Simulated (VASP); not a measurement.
A run of VASP 6.6.1:

POSCAR

```
NaH
1.0
    0.0000000000      2.4668695556      2.4668695556
    2.4668695556      0.0000000000      2.4668695556
    2.4668695556      2.4668695556      0.0000000000
Na H
1 1
Direct
    0.0000000000      0.0000000000      0.0000000000
    0.5000000000      0.5000000000      0.5000000000
```

Contents of INCAR.step1:

```
  ALGO = Normal
  EDIFF = 1E-4
  ENCUT = 520
  GGA = PE
  ISMEAR = -1
  LASPH = True
  LCHARG = False
  LREAL = False
  LWAVE = True
  NBANDS = 11
  NELM = 100
  PREC = Accurate
  SIGMA = 0.2
```

The input INCAR.step2:

```
  ALGO = Normal
  EDIFF = 1E-7
  ENCUT = 520
  ISIF = 2
  ISMEAR = -1
  ISTART = 1
  LASPH = True
  LCHARG = False
  LMIXTAU = True
  LREAL = False
  LWAVE = False
  METAGGA = R2SCAN
  NBANDS = 11
  NELM = 100
  PREC = Accurate
  SIGMA = 0.2
```

File KPOINTS:

```
k-points
0
Gamma
  10 10 10
```

Potentials or basis: VASP PAW PBE potentials, release 64 (Na_pv, H).

The run is started by

```bash
$ cat potpaw_PBE.64/Na_pv/POTCAR potpaw_PBE.64/H/POTCAR > POTCAR
$ cp INCAR.step1 INCAR
$ mpirun -np 1 vasp_std > vasp.out
$ cp INCAR.step2 INCAR
$ mpirun -np 1 vasp_std > vasp.out
```

Hardware: 1 thread of Intel(R) Xeon(R) Platinum 8259CL CPU @ 2.50GHz (Skylake/Cascade Lake) (shared host).

**Question.** How long does it take, and how much memory?

**Answer.** It took 68 s on 1 thread of Intel(R) Xeon(R) Platinum 8259CL CPU @ 2.50GHz (Skylake/Cascade Lake), with other jobs on the host, peak memory 0.16 GiB. Counts: k points 47.
